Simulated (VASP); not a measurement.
# PbSe (Fm-3m) in VASP: a series of runs

The runs below take PbSe through single point, with PBE.

All numbers are computed with VASP 6.6.1; they aren't measurements. Logs are shortened: lines on timing, memory, paths and dates and some standing lists are left out, and cuts for length are marked.

**1. The cell of the first run**

The structure is cubic, space group Fm-3m (No. 225). Conventional cell: a = 6.042 Å, b = 6.042 Å, c = 6.042 Å, α = 90.00°, β = 90.00°, γ = 90.00°. Within 4.0 Å of Pb (site symmetry m-3m) lie 6 Se at 3.02 Å. Within 4.0 Å of Se (site symmetry m-3m) lie 6 Pb at 3.02 Å.

**2. Single point, PBE (volume scaled by 0.96)**

Contents of INCAR:

```
ALGO = Normal
EDIFF = 1E-6
ENCUT = 520
GGA = PE
ISIF = 2
ISMEAR = -1
LASPH = True
LCHARG = False
LREAL = False
LWAVE = False
NBANDS = 17
NELM = 80
PREC = Accurate
SIGMA = 0.01
```

Contents of KPOINTS:

```
k-points
0
Gamma
  9 9 9
```

Contents of POSCAR:

```
PbSe
1.0
    0.0000000000      3.0207645214      3.0207645214
    3.0207645214      0.0000000000      3.0207645214
    3.0207645214      3.0207645214      0.0000000000
Pb Se
1 1
Direct
    0.0000000000      0.0000000000      0.0000000000
    0.5000000000      0.5000000000      0.5000000000
```

Potentials or basis: VASP PAW PBE potentials, release 64 (Pb_d, Se).

The run is started by

```
$ cat potpaw_PBE.64/Pb_d/POTCAR potpaw_PBE.64/Se/POTCAR > POTCAR
$ mpirun -np 1 vasp_std > vasp.out
```

OUTCAR:

```text
EDIFF = 1E-6
   ENCUT = 520
   GGA = PE
   ISIF = 2
   ISMEAR = -1
   LASPH = True
   LREAL = False
   NELM = 80
   PREC = Accurate

 ion  position               nearest neighbor table
   1  0.000  0.000  0.000-   2 3.02   2 3.02   2 3.02   2 3.02   2 3.02   2 3.02
   2  0.500  0.500  0.500-   1 3.02   1 3.02   1 3.02   1 3.02   1 3.02   1 3.02

  LATTYP: Found a face centered cubic cell.
 ALAT       =     6.0415290428

  Lattice vectors:

 A1 = (   0.0000000000,   3.0207645214,   3.0207645214)
 A2 = (   3.0207645214,   0.0000000000,   3.0207645214)
 A3 = (   3.0207645214,   3.0207645214,   0.0000000000)

Analysis of symmetry for initial positions (statically):
=====================================================================
 Subroutine PRICEL returns:
 Original cell was already a primitive cell.

 Routine SETGRP: Setting up the symmetry group for a
 face centered cubic supercell.

 Subroutine GETGRP returns: Found 48 space group operations
 (whereof 48 operations were pure point group operations)
 out of a pool of 48 trial point group operations.

The static configuration has the point symmetry O_h .

Analysis of symmetry for dynamics (positions and initial velocities):
=====================================================================
 Subroutine PRICEL returns:
 Original cell was already a primitive cell.

 Routine SETGRP: Setting up the symmetry group for a
 face centered cubic supercell.

 Subroutine GETGRP returns: Found 48 space group operations
 (whereof 48 operations were pure point group operations)
 out of a pool of 48 trial point group operations.

The dynamic configuration has the point symmetry O_h .

 Subroutine INISYM returns: Found 48 space group operations
 (whereof 48 operations are pure point group operations),
 and found     1 'primitive' translations

----------------------------------------------------------------------------------------

                                     Primitive cell

  volume of cell :      55.1291

  direct lattice vectors                    reciprocal lattice vectors
     0.000000000  3.020764521  3.020764521    -0.165521012  0.165521012  0.165521012
     3.020764521  0.000000000  3.020764521     0.165521012 -0.165521012  0.165521012
     3.020764521  3.020764521  0.000000000     0.165521012  0.165521012 -0.165521012

  length of vectors
     4.272006155  4.272006155  4.272006155     0.286690802  0.286690802  0.286690802

  position of ions in fractional coordinates (direct lattice)
     0.000000000  0.000000000  0.000000000
     0.500000000  0.500000000  0.500000000

  ion indices of the primitive-cell ions
   primitive index   ion index
                 1           1
                 2           2

----------------------------------------------------------------------------------------

 KPOINTS: k-points

Automatic generation of k-mesh.
 Grid dimensions read from file:
 generate k-points for:    9    9    9

 Generating k-lattice:

  Cartesian coordinates                     Fractional coordinates (reciprocal lattice)
    -0.018391224  0.018391224  0.018391224     0.111111111  0.000000000  0.000000000
     0.018391224 -0.018391224  0.018391224     0.000000000  0.111111111  0.000000000
     0.018391224  0.018391224 -0.018391224     0.000000000  0.000000000  0.111111111

  Length of vectors
     0.031854534  0.031854534  0.031854534

  Shift w.r.t. Gamma in fractional coordinates (k-lattice)
     0.000000000  0.000000000  0.000000000

 Subroutine IBZKPT returns following result:
 ===========================================

 Found     35 irreducible k-points:

 Following reciprocal coordinates:
            Coordinates               Weight
  0.000000  0.000000  0.000000      1.000000
  0.111111  0.000000  0.000000      8.000000
  0.222222  0.000000  0.000000      8.000000
  0.333333  0.000000  0.000000      8.000000
  0.444444  0.000000  0.000000      8.000000
  0.111111  0.111111  0.000000      6.000000
[... 16 lines left out ...]
 -0.333333  0.333333  0.000000     12.000000
  0.444444  0.444444  0.000000      6.000000
 [... further k-points ...]
   k-points           NKPTS =     35   k-points in BZ     NKDIM =     35   number of bands    NBANDS=     17
   number of dos      NEDOS =    301   number of ions     NIONS =      2
   total plane-waves  NPLWV =  32768
   dimension x,y,z NGX =    32 NGY =   32 NGZ =   32
   dimension x,y,z NGXF=    64 NGYF=   64 NGZF=   64
   ions per type =               1   1
   NGX,Y,Z   is equivalent  to a cutoff of  12.45, 12.45, 12.45 a.u.
   NGXF,Y,Z  is equivalent  to a cutoff of  24.91, 24.91, 24.91 a.u.
 SYSTEM =  unknown system
   PREC   = accura    normal or accurate (medium, high low for compatibility)
   ISTART =      0    job   : 0-new  1-cont  2-samecut
   ICHARG =      2    charge: 1-file 2-atom 10-const
   ISPIN  =      1    spin polarized calculation?
   LNONCOLLINEAR =      F non collinear calculations
   LSORBIT =      F    spin-orbit coupling
   LASPH  =      T    aspherical Exc in radial PAW
   ENCUT  =  520.0 eV  38.22 Ry    6.18 a.u.   7.94  7.94  7.94*2*pi/ulx,y,z
   NELM   =     80;   NELMIN=  2; NELMDL= -5     # of ELM steps
   EDIFF  = 0.1E-05   stopping-criterion for ELM
   LREAL  =      F    real-space projection
   EDIFFG = 0.1E-04   stopping-criterion for IOM
   NSW    =      0    number of steps for IOM
   IBRION =     -1    ionic relax: 0-MD 1-quasi-New 2-CG
   NFREE  =      0    steps in history (QN), initial steepest desc. (CG)
   ISIF   =      2    stress and relaxation
   ISYM   =      2    0-nonsym 1-usesym 2-fastsym
   POTIM  = 0.5000    time-step for ionic-motion
   TEBEG  =    0.0;   TEEND  =   0.0 temperature during run
   PSTRESS=    0.0 pullay stress
   NELECT =      20.0000    total number of electrons
   NUPDOWN=      -1.0000    fix difference up-down
   EMIN   =  10.00;   EMAX   =-10.00  energy-range for DOS
   EFERMI =   0.00;   METHOD = LEGACY
   ISMEAR =    -1;   SIGMA  =   0.01  broadening in eV -4-tet -1-fermi 0-gaus
   EFERMI_NEDOS =   21; number of points for ismear=-14 and -15
   IALGO  =     38    algorithm
   IMIX   =      4    mixing-type and parameters
     AMIX     =   0.40;   BMIX     =  1.00
     AMIX_MAG =   1.60;   BMIX_MAG =  1.00
  volume/ion in A,a.u.               =      27.56       186.01
  Fermi-wavevector in a.u.,A,eV,Ry     =   1.167592  2.206430 18.548445  1.363272
  Thomas-Fermi vector in A             =   2.304091
   LORBIT       =      0    0 simple, 1 ext, 2 COOP (PROOUT), +10 PAW based schemes
   GGA     = PE    functional components
   LHFCALC =     F    Hartree Fock is set to
   AEXX    =    0.0000 exact exchange contribution
   IVDW    =     0    specifies the selected vdW correction
   LEPSILON=     F    determine dielectric tensor
   LRPA    =     F    only Hartree local field effects (RPA)
 non-spin polarized calculation
  energy-cutoff  :      520.00
  volume of cell :       55.13
 maximum number of plane-waves:      1498
   NGX = 15   NGY = 15   NGZ = 15

 number of electron      20.0000005 magnetization

 Free energy of the ion-electron system (eV)
  ---------------------------------------------------
  ext. energy  EPLUGINS =         0.00000000
  ---------------------------------------------------
  free energy    TOTEN  =        -8.12824993 eV

  energy without entropy =       -8.12824993  energy(sigma->0) =       -8.12824993

 E-fermi :   5.6288     XC(G=0):  -9.7138

 val. band max:        5.3802157551   @ k =   0.4444   0.0000   0.0000
 cond. band min:       6.0277857059   @ k =   0.4444   0.0000   0.0000
 fundamental gap:      0.6475699508
 Fermi energy:         5.6287811310

 k-point     1 :       0.0000    0.0000    0.0000
  band No.  band energies     occupation
      1     -11.3400      2.00000
      2     -11.3400      2.00000
      3     -11.3400      2.00000
      4     -11.3381      2.00000
      5     -11.3381      2.00000
      6      -8.3721      2.00000
[... 9 lines left out ...]
     16      11.9935      0.00000
     17      13.6112      0.00000

 k-point     2 :       0.1111    0.0000    0.0000
  band No.  band energies     occupation
      1     -11.3420      2.00000
      2     -11.3420      2.00000
      3     -11.3395      2.00000
      4     -11.3351      2.00000
      5     -11.3351      2.00000
      6      -8.2715      2.00000
[... 9 lines left out ...]
     16      12.2834      0.00000
     17      14.6523      0.00000

 k-point     3 :       0.2222    0.0000    0.0000
  band No.  band energies     occupation
      1     -11.3506      2.00000
      2     -11.3506      2.00000
      3     -11.3386      2.00000
      4     -11.3238      2.00000
      5     -11.3238      2.00000
      6      -7.9877      2.00000
[... 9 lines left out ...]
     16      12.9980      0.00000
     17      16.4622      0.00000

 k-point     4 :       0.3333    0.0000    0.0000
  band No.  band energies     occupation
      1     -11.3605      2.00000
      2     -11.3605      2.00000
      3     -11.3378      2.00000
      4     -11.3109      2.00000
      5     -11.3109      2.00000
      6      -7.5918      2.00000
[... 9 lines left out ...]
     16      14.0760      0.00000
     17      17.6073      0.00000

 k-point     5 :       0.4444    0.0000    0.0000
  band No.  band energies     occupation
      1     -11.3669      2.00000
      2     -11.3669      2.00000
      3     -11.3375      2.00000
      4     -11.3024      2.00000
      5     -11.3024      2.00000
      6      -7.2615      2.00000
[... 9 lines left out ...]
     16      15.3508      0.00000
     17      16.2528      0.00000

 k-point     6 :       0.1111    0.1111    0.0000
  band No.  band energies     occupation
      1     -11.3477      2.00000
      2     -11.3425      2.00000
      3     -11.3355      2.00000
      4     -11.3342      2.00000
      5     -11.3342      2.00000
      6      -8.2363      2.00000
[... 9 lines left out ...]
     16      12.8602      0.00000
     17      14.4682      0.00000
[... 281 lines left out ...]
 k-point    21 :       0.4444    0.3333    0.0000
  band No.  band energies     occupation
      1     -11.4624      2.00000
      2     -11.3551      2.00000
      3     -11.3236      2.00000
      4     -11.2970      2.00000
      5     -11.2941      2.00000
      6      -7.0057      2.00000
[... 9 lines left out ...]
     16      16.7747      0.00000
     17      17.3644      0.00000

 k-point    22 :      -0.4444    0.3333    0.0000
  band No.  band energies     occupation
      1     -11.4573      2.00000
      2     -11.3460      2.00000
      3     -11.3319      2.00000
      4     -11.3009      2.00000
      5     -11.2938      2.00000
      6      -6.8294      2.00000
[... 9 lines left out ...]
     16      16.0813      0.00000
     17      17.9877      0.00000

 k-point    23 :      -0.3333    0.3333    0.0000
  band No.  band energies     occupation
      1     -11.4313      2.00000
      2     -11.3433      2.00000
      3     -11.3320      2.00000
      4     -11.3114      2.00000
      5     -11.2999      2.00000
      6      -6.8691      2.00000
[... 9 lines left out ...]
     16      15.1755      0.00000
     17      17.2216      0.00000

 k-point    24 :       0.4444    0.4444    0.0000
  band No.  band energies     occupation
      1     -11.4895      2.00000
      2     -11.3609      2.00000
      3     -11.3166      2.00000
      4     -11.2894      2.00000
      5     -11.2894      2.00000
      6      -6.8413      2.00000
[... 9 lines left out ...]
     16      17.3453      0.00000
     17      18.1665      0.00000

 [... further k-points ...]
[... 5 lines left out ...]
  --------------------------------------------------------------------------------------
  -------------------------------------------------------------------------------------
  Total        1.6604994      1.6604994      1.6604994     -0.0000000      0.0000000     -0.0000000
  in kB       48.2579298     48.2579298     48.2579298     -0.0000000      0.0000000     -0.0000000
  external PRESSURE =      48.2579298 kB  Pullay stress =       0.0000000 kB

 VOLUME and BASIS-vectors are now :
 -----------------------------------------------------------------------------
  energy-cutoff  :      520.00
  volume of cell :       55.13
      direct lattice vectors                 reciprocal lattice vectors
     0.000000000  3.020764521  3.020764521    -0.165521012  0.165521012  0.165521012
     3.020764521  0.000000000  3.020764521     0.165521012 -0.165521012  0.165521012
     3.020764521  3.020764521  0.000000000     0.165521012  0.165521012 -0.165521012

 POSITION                                       TOTAL-FORCE (eV/Angst)
 -----------------------------------------------------------------------------------
      0.00000      0.00000      0.00000        -0.000000     -0.000000      0.000000
      3.02076      3.02076      3.02076         0.000000      0.000000     -0.000000
 -----------------------------------------------------------------------------------
    total drift:                                0.000000     -0.000000     -0.000000

  FREE ENERGIE OF THE ION-ELECTRON SYSTEM (eV)
  ---------------------------------------------------
  free  energy   TOTEN  =        -8.1282499326 eV

  energy  without entropy=       -8.1282499326  energy(sigma->0) =       -8.12824993
```

It used 23 s of CPU time on 1 thread of Intel Xeon 6975P-C, with other jobs on the host.

What came out:

| Quantity | Value |
| --- | --- |
| Free energy | -8.1282 eV |
| Pressure | 4.8 GPa |

Caveat: this odd mesh misses L, where the gap lies, so gap, dielectric constants and Born charges aren't listed; spin-orbit coupling is left out, which moves the levels of the heavy elements.

**3. Single point, PBE (volume scaled by 0.98)**

Contents of INCAR:

```
  PREC = Accurate
  ENCUT = 520
  EDIFF = 1E-6
  ISMEAR = -1
  SIGMA = 0.01
  LREAL = False
  LASPH = True
  NELM = 60
  ALGO = Normal
  ISIF = 2
  LWAVE = False
  LCHARG = False
  GGA = PE
  NBANDS = 17
```

Contents of KPOINTS:

```
regular mesh
0
Gamma
  9 9 9
```

Contents of POSCAR:

```
PbSe
1.0
    0.0000000000      3.0415980385      3.0415980385
    3.0415980385      0.0000000000      3.0415980385
    3.0415980385      3.0415980385      0.0000000000
Pb Se
1 1
Direct
    0.0000000000      0.0000000000      0.0000000000
    0.5000000000      0.5000000000      0.5000000000
```

Potentials or basis: VASP PAW PBE potentials, release 64 (Pb_d, Se).

The run is started by

```
$ cat potpaw_PBE.64/Pb_d/POTCAR potpaw_PBE.64/Se/POTCAR > POTCAR
$ mpirun -np 1 vasp_std > vasp.out
```

It used 23 s of CPU time on 1 thread of Intel Xeon 6975P-C, with other jobs on the host.

Results (log left out):

```yaml
Free_energy: -8.1584 eV
Pressure: 3.5 GPa
```

Levels at points of the mesh, in eV from the Fermi level:
| k point | band 6 | band 7 | band 8 | band 9 | band 10 | band 11 | band 12 | band 13 | band 14 | band 15 |
| --- | --- | --- | --- | --- | --- | --- | --- | --- | --- | --- |
| (0.00, 0.00, 0.00) | -13.83 | -6.35 | -2.04 | -2.04 | -2.04 | 4.68 | 4.68 | 4.68 | 6.40 | 6.40 |

Caveat: this odd mesh misses L, where the gap lies, so gap, dielectric constants and Born charges aren't listed; spin-orbit coupling is left out, which moves the levels of the heavy elements.
